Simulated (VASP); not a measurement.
Input of a VASP 6.6.1 run:

File INCAR:

```
SYSTEM = LiC2
PREC = Accurate ; ENCUT = 520
EDIFF = 1E-6 ; ISMEAR = 0
SIGMA = 0.1 ; LREAL = .FALSE.
LASPH = .TRUE. ; NELM = 100
ALGO = Normal ; ISIF = 2
LWAVE = .FALSE. ; LCHARG = .FALSE.
GGA = PE ; NBANDS = 20
```

File KPOINTS:

```
Automatic mesh
0
G
  4 4 6
  0 0 0
```

POSCAR

```
LiC2
1.0
    2.0749004200     -4.4253322100      0.0000000000
    2.0749004200      4.4253322100      0.0000000000
    0.0000000000      0.0000000000      2.9491075300
Li C
2 4
Direct
    0.0000000000      0.5000000000      0.0000000000
    0.5000000000      0.0000000000      0.0000000000
    0.1019200500      0.3216338200      0.5000000000
    0.8980799500      0.6783661800      0.5000000000
    0.3216338200      0.1019200500      0.5000000000
    0.6783661800      0.8980799500      0.5000000000
```

Potentials or basis: VASP PAW PBE potentials, release 64 (Li_sv, C).

Run with:

```sh
$ cat potpaw_PBE.64/Li_sv/POTCAR potpaw_PBE.64/C/POTCAR > POTCAR
$ mpirun -np 1 vasp_std > vasp.out
```

Question: Predict the largest force.

Answer: 6.090 eV/Å.

Question: Estimate the band gap on the k mesh.

Answer: Zero (bands 11 and 12 overlap by 2.82 eV).

Forces on the atoms (eV/Å):
```
Li   0.000  0.000  0.000
Li   0.000  0.000  0.000
C   -4.137 -4.469  0.000
C    4.137  4.469  0.000
C   -4.137  4.469  0.000
C    4.137 -4.469  0.000
```

Caveat: the k points lie up to 0.42 Å⁻¹ apart, too coarse for converged energies and pressures of a metal; forces of over 1 eV/Å act on the atoms, so gaps and moduli don't describe the material at rest.
